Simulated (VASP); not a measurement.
Here is a VASP 6.6.1 calculation.

The input INCAR:

```
ALGO = Normal
EDIFF = 1E-7
EDIFFG = -0.02
ENCUT = 500
GGA = CA
GGA_COMPAT = F
IBRION = 2
ISIF = 3
ISMEAR = 0
LASPH = T
LCHARG = F
LREAL = F
LWAVE = F
NELM = 120
NELMIN = 4
NSW = 80
PREC = Accurate
PSTRESS = 100.0
SIGMA = 0.01
```

KPOINTS

```
k-points
0
Gamma
  6 6 6
```

Contents of POSCAR:

```
InP
1.0
    0.0000000000      2.9305000000      2.9305000000
    2.9305000000      0.0000000000      2.9305000000
    2.9305000000      2.9305000000      0.0000000000
In P
1 1
Direct
    0.0000000000      0.0000000000      0.0000000000
    0.2500000000      0.2500000000      0.2500000000
```

Potentials or basis: VASP PAW LDA potentials, release 64 (In_d, P).

The run is started by

```bash
$ cat potpaw_LDA.64/In_d/POTCAR potpaw_LDA.64/P/POTCAR > POTCAR
$ mpirun -np 1 vasp_std > vasp.out
```

Task: Predict the relaxed cell.

Result: a = 3.974 Å, b = 3.974 Å, c = 3.974 Å, α = 60.00°, β = 60.00°, γ = 60.00°.

Task: Estimate the band gap on the k mesh.

Result: 1.18 eV, direct.

Task: Estimate the relaxed volume.

Result: 22.19 Å³/atom.

Task: Estimate the space group after relaxing (to 0.05 Å).

Result: F-43m (No. 216).

Step by step:
```tsv
step	energy change (eV)	largest force (eV/Å)	pressure (GPa)	volume (Å³)
1	0.0000	0.0000	-1.20	50.33
2	0.8420	0.0000	31.16	38.58
3	0.1308	0.0000	9.55	44.53
4	0.1400	0.0000	9.95	44.38
```

Caveat: the cell is relaxed towards a set pressure, so the enthalpy falls and the energy may rise; spin-orbit coupling is left out, which moves the levels of the heavy elements. LDA usually gives volumes a few per cent too small.
